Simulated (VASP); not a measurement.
# B32HN32 (a cell with a defect) in VASP: notebook

B32HN32 (a cell with a defect) is run at these levels: PBEsol; tasks: single point, relaxation of the atoms.

All numbers are computed with VASP 6.6.1; they aren't measurements. Logs are shortened: lines on timing, memory, paths and dates and some standing lists are left out, and cuts for length are marked.

## (1) The cell of the first run

The cell holds a defect, 65 atoms: a = 7.212 Å, b = 7.212 Å, c = 7.212 Å, α = 90.00°, β = 90.00°, γ = 90.00°.

## (2) Single point, PBEsol

INCAR reads:

```
SYSTEM = B32HN32
  PREC = Accurate
  ENCUT = 520
  EDIFF = 1E-6
  ISMEAR = -1
  SIGMA = 0.05
  LREAL = Auto
  LASPH = .TRUE.
  NELM = 120
  ALGO = Normal
  ISIF = 2
  LWAVE = .FALSE.
  LCHARG = .TRUE.
  GGA = PS
  LELF = .TRUE.
  LVHAR = .TRUE.
  NELECT = 258.0
  ISYM = -1
  NBANDS = 166
  GGA_COMPAT = .FALSE.
```

KPOINTS reads:

```
explicit points
1
Reciprocal
  0.25000000   0.25000000   0.25000000 1
```

POSCAR reads:

```
B32HN32
1.0
    7.2115910000      0.0000000000      0.0000000000
    0.0000000000      7.2115910000      0.0000000000
    0.0000000000      0.0000000000      7.2115910000
B N H
32 32 1
Direct
    0.9997160000      0.9995680000      0.9998690000
    0.9999990000      0.9998810000      0.5000780000
    0.0001550000      0.4998950000      0.0002880000
    0.9971460000      0.4994440000      0.4997310000
    0.4999450000      0.9998940000      0.0001640000
    0.4995600000      0.9971410000      0.4997160000
    0.4995850000      0.4994520000      0.9972820000
    0.4935050000      0.4934860000      0.4936300000
    0.2499170000      0.2497700000      0.9977050000
    0.2552420000      0.2552280000      0.4942420000
    0.2492240000      0.7490750000      0.0002610000
    0.2496130000      0.7517130000      0.4994880000
    0.7493210000      0.2491660000      0.0001400000
    0.7517180000      0.2494960000      0.4994620000
    0.7496020000      0.7494570000      0.9996210000
    0.7490600000      0.7489390000      0.4998550000
    0.2498830000      0.9975260000      0.2500340000
    0.2492820000      0.9998410000      0.7495010000
    0.2564160000      0.4929240000      0.2565500000
    0.2495900000      0.4992260000      0.7518970000
    0.7493400000      0.9998500000      0.2494120000
    0.7495790000      0.9993530000      0.7497250000
    0.7517490000      0.4992320000      0.2497420000
    0.7490810000      0.4995950000      0.7492200000
    0.9975720000      0.2497680000      0.2500660000
    0.9999840000      0.2491780000      0.7494790000
    0.0001120000      0.7490790000      0.2493690000
    0.9994660000      0.7494600000      0.7497570000
    0.4939860000      0.2553510000      0.2555160000
    0.4993200000      0.2494930000      0.7518670000
    0.4993350000      0.7517150000      0.2497600000
    0.4997140000      0.7489440000      0.7492110000
    0.1251340000      0.1250310000      0.1252760000
    0.1245480000      0.1243980000      0.6257700000
    0.1245830000      0.6254430000      0.1247380000
    0.1247990000      0.6247850000      0.6250230000
    0.6256350000      0.1243900000      0.1247020000
    0.6248730000      0.1246950000      0.6250160000
    0.6248800000      0.6247810000      0.1249340000
    0.6250940000      0.6249500000      0.6252390000
    0.3754420000      0.3749680000      0.1156390000
    0.3744770000      0.3744080000      0.6342720000
    0.3749630000      0.8749450000      0.1237730000
    0.3748370000      0.8747300000      0.6262840000
    0.8750280000      0.3748460000      0.1237730000
    0.8747600000      0.3747140000      0.6262940000
    0.8749540000      0.8748230000      0.1248610000
    0.8748180000      0.8747170000      0.6250640000
    0.3752130000      0.1157620000      0.3754000000
    0.3749690000      0.1234920000      0.8751540000
    0.3747080000      0.6343920000      0.3748470000
    0.3748290000      0.6259960000      0.8749290000
    0.8749990000      0.1234860000      0.3751120000
    0.8749380000      0.1245810000      0.8750860000
    0.8747840000      0.6259970000      0.3749770000
    0.8748380000      0.6247910000      0.8749770000
    0.1155270000      0.3749430000      0.3756060000
    0.1236350000      0.3748580000      0.8751700000
    0.1236200000      0.8749390000      0.3751050000
    0.1247070000      0.8748210000      0.8751040000
    0.6341630000      0.3744380000      0.3746460000
    0.6261460000      0.3747150000      0.8748980000
    0.6261390000      0.8747300000      0.3749820000
    0.6249120000      0.8747050000      0.8749630000
    0.3744470000      0.3750190000      0.3745230000
```

Potentials or basis: VASP PAW PBE potentials, release 64 (B, N, H).

Started as:

```
cat potpaw_PBE.64/B/POTCAR potpaw_PBE.64/N/POTCAR potpaw_PBE.64/H/POTCAR > POTCAR
mpirun -np 1 vasp_std > vasp.out
```

OUTCAR:

```text
SYSTEM = B32HN32
   PREC = Accurate
   ENCUT = 520
   EDIFF = 1E-6
   ISMEAR = -1
   LREAL = Auto
   LASPH = .TRUE.
   NELM = 120
   ISIF = 2
   GGA = PS
   NELECT = 258.0
   ISYM = -1

 ion  position               nearest neighbor table
   1  1.000  1.000  1.000-  47 1.56  60 1.56  54 1.56  33 1.57
   2  1.000  1.000  0.500-  59 1.56  53 1.56  34 1.56  48 1.56
   3  0.000  0.500  0.000-  58 1.56  45 1.56  35 1.56  56 1.56
   4  0.997  0.499  0.500-  57 1.53  55 1.56  46 1.56  36 1.58
   5  0.500  1.000  0.000-  43 1.56  50 1.56  37 1.56  64 1.56
   6  0.500  0.997  0.500-  49 1.53  44 1.56  63 1.56  38 1.57
   7  0.500  0.499  0.997-  41 1.53  52 1.56  62 1.56  39 1.58
   8  0.494  0.493  0.494-  65 1.48  51 1.58  61 1.58  42 1.58  40 1.64
   9  0.250  0.250  0.998-  41 1.54  50 1.56  58 1.56  33 1.57
  10  0.255  0.255  0.494-  65 1.49  57 1.58  49 1.58  42 1.58  34 1.64
  11  0.249  0.749  0.000-  35 1.55  52 1.56  43 1.56  60 1.56
  12  0.250  0.752  0.499-  51 1.53  59 1.56  44 1.56  36 1.57
  13  0.749  0.249  0.000-  37 1.55  62 1.56  45 1.56  54 1.56
  14  0.752  0.249  0.499-  61 1.53  53 1.56  46 1.56  38 1.57
  15  0.750  0.749  1.000-  56 1.56  64 1.56  39 1.56  47 1.57
  16  0.749  0.749  0.500-  40 1.55  55 1.56  63 1.56  48 1.57
  17  0.250  0.998  0.250-  49 1.54  59 1.56  43 1.56  33 1.57
  18  0.249  1.000  0.750-  34 1.55  44 1.56  50 1.56  60 1.56
  19  0.256  0.493  0.257-  65 1.47  41 1.58  57 1.58  51 1.58  35 1.65
  20  0.250  0.499  0.752-  42 1.53  58 1.56  52 1.56  36 1.57
  21  0.749  1.000  0.249-  37 1.55  63 1.56  53 1.56  47 1.56
  22  0.750  0.999  0.750-  48 1.56  64 1.56  38 1.56  54 1.57
  23  0.752  0.499  0.250-  61 1.53  45 1.56  55 1.56  39 1.57
  24  0.749  0.500  0.749-  40 1.55  46 1.56  62 1.56  56 1.57
  25  0.998  0.250  0.250-  57 1.54  53 1.56  45 1.56  33 1.57
  26  1.000  0.249  0.749-  34 1.55  46 1.56  58 1.56  54 1.56
  27  0.000  0.749  0.249-  35 1.55  55 1.56  59 1.56  47 1.56
  28  0.999  0.749  0.750-  56 1.56  48 1.56  36 1.56  60 1.57
  29  0.494  0.255  0.256-  65 1.49  41 1.58  49 1.58  61 1.58  37 1.64
  30  0.499  0.249  0.752-  42 1.53  50 1.56  62 1.56  38 1.57
  31  0.499  0.752  0.250-  51 1.53  43 1.56  63 1.56  39 1.57
  32  0.500  0.749  0.749-  40 1.55  52 1.56  44 1.56  64 1.57
  33  0.125  0.125  0.125-   1 1.57  17 1.57  25 1.57   9 1.57
  34  0.125  0.124  0.626-  18 1.55  26 1.55   2 1.56  10 1.64
  35  0.125  0.625  0.125-  27 1.55  11 1.55   3 1.56  19 1.65
[... 28 lines left out ...]
  64  0.625  0.875  0.875-  22 1.56  15 1.56   5 1.56  32 1.57
  65  0.374  0.375  0.375-  19 1.47   8 1.48  29 1.49  10 1.49

IMPORTANT INFORMATION: All symmetrisations will be switched off!
NOSYMM: (Re-)initialisation of all symmetry stuff for point group C_1.

----------------------------------------------------------------------------------------

                                     Primitive cell

  volume of cell :     375.0535

  direct lattice vectors                    reciprocal lattice vectors
     7.211591000  0.000000000  0.000000000     0.138665656  0.000000000  0.000000000
     0.000000000  7.211591000  0.000000000     0.000000000  0.138665656  0.000000000
     0.000000000  0.000000000  7.211591000     0.000000000  0.000000000  0.138665656

  length of vectors
     7.211591000  7.211591000  7.211591000     0.138665656  0.138665656  0.138665656

  position of ions in fractional coordinates (direct lattice)
     0.999716000  0.999568000  0.999869000
     0.999999000  0.999881000  0.500078000
     0.000155000  0.499895000  0.000288000
     0.997146000  0.499444000  0.499731000
     0.499945000  0.999894000  0.000164000
     0.499560000  0.997141000  0.499716000
[... 57 lines left out ...]
     0.624912000  0.874705000  0.874963000
     0.374447000  0.375019000  0.374523000

  ion indices of the primitive-cell ions
   primitive index   ion index
                 1           1
                 2           2
                 3           3
                 4           4
                 5           5
                 6           6
[... 57 lines left out ...]
                64          64
                65          65

----------------------------------------------------------------------------------------

 KPOINTS: explicit points

Read explicit list of k-points.

 Found      1 k-points:

 Following reciprocal coordinates:
            Coordinates               Weight
  0.250000  0.250000  0.250000      1.000000
   k-points           NKPTS =      1   k-points in BZ     NKDIM =      1   number of bands    NBANDS=    166
   number of dos      NEDOS =    301   number of ions     NIONS =     65
   total plane-waves  NPLWV = 157464
   dimension x,y,z NGX =    54 NGY =   54 NGZ =   54
   dimension x,y,z NGXF=   108 NGYF=  108 NGZF=  108
   ions per type =              32  32   1
   NGX,Y,Z   is equivalent  to a cutoff of  12.45, 12.45, 12.45 a.u.
   NGXF,Y,Z  is equivalent  to a cutoff of  24.90, 24.90, 24.90 a.u.
 SYSTEM =  B32HN32
   PREC   = accura    normal or accurate (medium, high low for compatibility)
   ISTART =      0    job   : 0-new  1-cont  2-samecut
   ICHARG =      2    charge: 1-file 2-atom 10-const
   ISPIN  =      1    spin polarized calculation?
   LNONCOLLINEAR =      F non collinear calculations
   LSORBIT =      F    spin-orbit coupling
   LASPH  =      T    aspherical Exc in radial PAW
   ENCUT  =  520.0 eV  38.22 Ry    6.18 a.u.  13.41 13.41 13.41*2*pi/ulx,y,z
   NELM   =    120;   NELMIN=  2; NELMDL= -5     # of ELM steps
   EDIFF  = 0.1E-05   stopping-criterion for ELM
   LREAL  =      T    real-space projection
   EDIFFG = 0.1E-04   stopping-criterion for IOM
   NSW    =      0    number of steps for IOM
   IBRION =     -1    ionic relax: 0-MD 1-quasi-New 2-CG
   NFREE  =      0    steps in history (QN), initial steepest desc. (CG)
   ISIF   =      2    stress and relaxation
   ISYM   =     -1    0-nonsym 1-usesym 2-fastsym
   POTIM  = 0.5000    time-step for ionic-motion
   TEBEG  =    0.0;   TEEND  =   0.0 temperature during run
   PSTRESS=    0.0 pullay stress
   NELECT =     258.0000    total number of electrons
   NUPDOWN=      -1.0000    fix difference up-down
   EMIN   =  10.00;   EMAX   =-10.00  energy-range for DOS
   EFERMI =   0.00;   METHOD = LEGACY
   ISMEAR =    -1;   SIGMA  =   0.05  broadening in eV -4-tet -1-fermi 0-gaus
   EFERMI_NEDOS =   21; number of points for ismear=-14 and -15
   IALGO  =     38    algorithm
   IMIX   =      4    mixing-type and parameters
     AMIX     =   0.40;   BMIX     =  1.00
     AMIX_MAG =   1.60;   BMIX_MAG =  1.00
  volume/ion in A,a.u.               =       5.77        38.94
  Fermi-wavevector in a.u.,A,eV,Ry     =   1.445163  2.730963 28.415733  2.088497
  Thomas-Fermi vector in A             =   2.563376
   LORBIT       =      0    0 simple, 1 ext, 2 COOP (PROOUT), +10 PAW based schemes
   GGA     = PS    functional components
   LHFCALC =     F    Hartree Fock is set to
   AEXX    =    0.0000 exact exchange contribution
   IVDW    =     0    specifies the selected vdW correction
   LEPSILON=     F    determine dielectric tensor
   LRPA    =     F    only Hartree local field effects (RPA)
 non-spin polarized calculation
  energy-cutoff  :      520.00
  volume of cell :      375.05
 maximum number of plane-waves:     10107
 NGX is ok and might be reduce to    54
   NGX = 27   NGY = 27   NGZ = 27

 number of electron     258.0000099 magnetization

 Free energy of the ion-electron system (eV)
  ---------------------------------------------------
  ext. energy  EPLUGINS =         0.00000000
  ---------------------------------------------------
  free energy    TOTEN  =      -575.17564112 eV

  energy without entropy =     -575.17564112  energy(sigma->0) =     -575.17564112

 E-fermi :  11.0267     XC(G=0): -13.1018

 val. band max:        9.7325054102   @ k =   0.2500   0.2500   0.2500
 cond. band min:      12.9558305845   @ k =   0.2500   0.2500   0.2500
 fundamental gap:      3.2233251743
 Fermi energy:        11.0267063131

 k-point     1 :       0.2500    0.2500    0.2500
  band No.  band energies     occupation
      1     -12.5259      2.00000
      2     -11.5302      2.00000
      3     -11.5270      2.00000
      4     -11.5235      2.00000
      5     -10.5832      2.00000
      6     -10.5805      2.00000
[... 133 lines left out ...]
    140      15.6957      0.00000
    141      15.7041      0.00000
 [bands above 141 left out]

------------------------ aborting loop because EDIFF is reached ----------------------------------------

  FORCE on cell =-STRESS in cart. coord.  units (eV):
  Direction    XX          YY          ZZ          XY          YZ          ZX
  --------------------------------------------------------------------------------------
  -------------------------------------------------------------------------------------
  Total       22.3774244     22.3874335     22.3780066     -3.2614269     -3.2776362     -3.3924644
  in kB       95.5932919     95.6360492     95.5957788    -13.9323689    -14.0016130    -14.4921430
  external PRESSURE =      95.6083733 kB  Pullay stress =       0.0000000 kB

 VOLUME and BASIS-vectors are now :
 -----------------------------------------------------------------------------
  energy-cutoff  :      520.00
  volume of cell :      375.05
      direct lattice vectors                 reciprocal lattice vectors
     7.211591000  0.000000000  0.000000000     0.138665656  0.000000000  0.000000000
     0.000000000  7.211591000  0.000000000     0.000000000  0.138665656  0.000000000
     0.000000000  0.000000000  7.211591000     0.000000000  0.000000000  0.138665656

 POSITION                                       TOTAL-FORCE (eV/Angst)
 -----------------------------------------------------------------------------------
      7.20954      7.20848      7.21065         0.000509      0.001876      0.000497
      7.21158      7.21073      3.60636        -0.001237     -0.001467     -0.000283
      0.00112      3.60504      0.00208        -0.004691     -0.000752     -0.000524
      7.19101      3.60179      3.60386         0.000230      0.005201      0.004537
      3.60540      7.21083      0.00118        -0.000878     -0.001678     -0.000193
      3.60262      7.19097      3.60375         0.005303     -0.000795      0.003115
[... 57 lines left out ...]
      4.50661      6.30801      6.30988        -0.001826      0.001194      0.000729
      2.70036      2.70448      2.70091        -0.000112      0.002388     -0.001083
 -----------------------------------------------------------------------------------
    total drift:                               -0.009368     -0.013065     -0.006229

  FREE ENERGIE OF THE ION-ELECTRON SYSTEM (eV)
  ---------------------------------------------------
  free  energy   TOTEN  =      -575.1756411160 eV

  energy  without entropy=     -575.1756411160  energy(sigma->0) =     -575.17564112
```

Run time: 2 min. Hardware: 1 thread of AMD EPYC 7R13 (Zen 3), shared host; peak memory 0.37 GiB.

Results:

* Free energy: -575.1756 eV
* Largest force: 0.022 eV/Å

Forces in eV/Å, atoms in the order of the input:
```
B    0.001  0.002  0.000
B   -0.001 -0.001  0.000
B   -0.005 -0.001 -0.001
B    0.000  0.005  0.005
B   -0.001 -0.002  0.000
B    0.005 -0.001  0.003
B    0.004  0.003  0.000
B    0.009  0.008  0.012
B   -0.005 -0.002  0.006
B   -0.008 -0.011  0.015
B    0.000  0.003 -0.002
B   -0.004 -0.001  0.004
B    0.003  0.002 -0.002
B    0.000 -0.005  0.007
B    0.001  0.000 -0.002
B    0.002  0.003 -0.001
B   -0.004  0.005 -0.005
B    0.000 -0.002  0.001
B   -0.012  0.013 -0.012
B   -0.005  0.007 -0.003
B    0.001 -0.002  0.003
B   -0.001 -0.001  0.000
B    0.001  0.005 -0.008
B    0.002  0.000  0.003
B    0.004 -0.002 -0.007
B   -0.003  0.000  0.003
B   -0.003  0.001  0.001
B    0.000  0.000 -0.002
B    0.014 -0.012 -0.012
B    0.006 -0.004 -0.002
B    0.007  0.000 -0.005
B   -0.002  0.001  0.001
N    0.001  0.002  0.001
N    0.007  0.004 -0.007
N    0.010 -0.011  0.009
N    0.001 -0.002 -0.001
N   -0.011  0.007  0.007
N   -0.002  0.004 -0.001
N   -0.002 -0.002  0.004
N   -0.005 -0.006 -0.005
N    0.000  0.000  0.008
N    0.002  0.000 -0.013
N    0.001  0.001 -0.001
N   -0.001  0.000  0.004
N    0.002  0.000 -0.001
N   -0.001 -0.001 -0.001
N    0.000 -0.002  0.002
N    0.000 -0.002 -0.003
N   -0.001  0.011  0.000
N    0.000 -0.005 -0.002
N   -0.003 -0.008 -0.002
N    0.001  0.002 -0.001
N    0.000 -0.003  0.000
N    0.001  0.003  0.000
N    0.001  0.001  0.001
N    0.000 -0.004  0.001
N    0.009  0.001  0.000
N   -0.003 -0.003  0.001
N   -0.001  0.001  0.002
N    0.004 -0.001 -0.001
N   -0.013 -0.002  0.000
N    0.000  0.000 -0.001
N    0.001  0.000 -0.001
N   -0.002  0.001  0.001
H    0.000  0.002 -0.001
```

Levels at points of the mesh, in eV from the Fermi level:
| k point | band 126 | band 127 | band 128 | band 129 | band 130 | band 131 | band 132 | band 133 |
| --- | --- | --- | --- | --- | --- | --- | --- | --- |
| (0.25, 0.25, 0.25) | -4.68 | -3.92 | -3.91 | -1.29 | 1.93 | 1.93 | 2.42 | 3.20 |

Caveat: the cell carries a net charge on a neutralising background, which shifts energy and pressure; the cell is charged against a uniform background, so pressure and absolute levels hang on convention; the PAW data sets were made with another functional, which shifts forces and pressure a little.

(Continued in part 2 of 2.)
